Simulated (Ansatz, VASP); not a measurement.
**LiH in VASP and in Ansatz**

```
Li H
1.0
     2.78155    0.00000    0.00000
    -1.39077    2.40889    0.00000
     0.00000    0.00000    4.81205
Li H
2 2
Cartesian
  0.0000 0.0000 0.0000
  0.0000 0.0000 2.4060
  0.0000 1.6059 1.2030
  1.3908 0.8030 3.6090
```

Change from the starting cell: uniaxial_z strain -1.2%.

Alike in both runs: task single point; functional r2SCAN; k mesh 12 × 12 × 6; no spin polarisation.

|  | VASP | Ansatz |
| --- | --- | --- |
| version | VASP 6.6.1 | Ansatz 0.2.0 |
| potentials or method | VASP PAW PBE potentials, release 64 (Li_sv, H) | plane waves, PAW |
| plane-wave cutoff (eV) | 520 | 500 |
| occupations | gaussian, width 0.01 eV | fixed |
| valence electrons in the cell | 8 | 8 |

```tsv
	VASP	Ansatz	Ansatz less VASP
gap on the k mesh at the Fermi level (eV)	5.02	4.99	-0.031
```

VASP's potentials were made for PBE, not for r2SCAN.

Noted on VASP's run: the cutoff is short for stress, so the pressure is rough.
